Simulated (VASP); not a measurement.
Set up this calculation in VASP 6.6.1, as the native input.

```
Task                   : single point
Functional             : revPBE
Potentials or basis    : VASP PAW PBE potentials, release 64 (Au)
Cutoff                 : 520 eV
k mesh                 : 14 × 14 × 4
Occupations            : fermi-dirac, width 0.1 eV
Spin                   : no spin polarisation
Dipole correction      : no
Further INCAR settings : ALGO = Normal; EDIFF = 1e-06; NBANDS = 30
```

The structure of Au lies in POSCAR:

```
Au
1.0
    2.9371707011      0.0000000000      0.0000000000
   -1.4685853505      2.5436644424      0.0000000000
    0.0000000000      0.0000000000      9.8298515015
Au
4
Direct
    0.0000000000      1.0000000000      1.0000000000
    0.0000000000      1.0000000000      0.5000000000
    0.3333333333      0.6666666667      0.2500000000
    0.6666666667      0.3333333333      0.7500000000
```

This isn't the form of Au at room conditions, which is fcc.

One way to write it, as run:

INCAR

```
PREC = Accurate ; ENCUT = 520
EDIFF = 1E-6 ; ISMEAR = -1
SIGMA = 0.1 ; LREAL = F
LASPH = T ; NELM = 60
ALGO = Normal ; ISIF = 2
LWAVE = F ; LCHARG = F
GGA = RE ; NBANDS = 30
```

KPOINTS

```
regular mesh
0
Gamma
  14 14 4
```

Potentials or basis: VASP PAW PBE potentials, release 64 (Au).

Launch:

```bash
$ cat potpaw_PBE.64/Au/POTCAR > POTCAR
$ mpirun -np 1 vasp_std > vasp.out
```

It gave:

```
Pressure               : -0.1 GPa
Band gap on the k mesh : zero (bands 22 and 23 overlap by 4.66 eV)
```

Caveat: the PAW data sets were made with another functional, which shifts forces and pressure a little; spin-orbit coupling is left out, which moves the levels of the heavy elements.

Wall time 80 s on 1 thread of Intel(R) Xeon(R) Platinum 8488C (Sapphire Rapids), with other jobs on the host, peak memory 0.27 GiB.
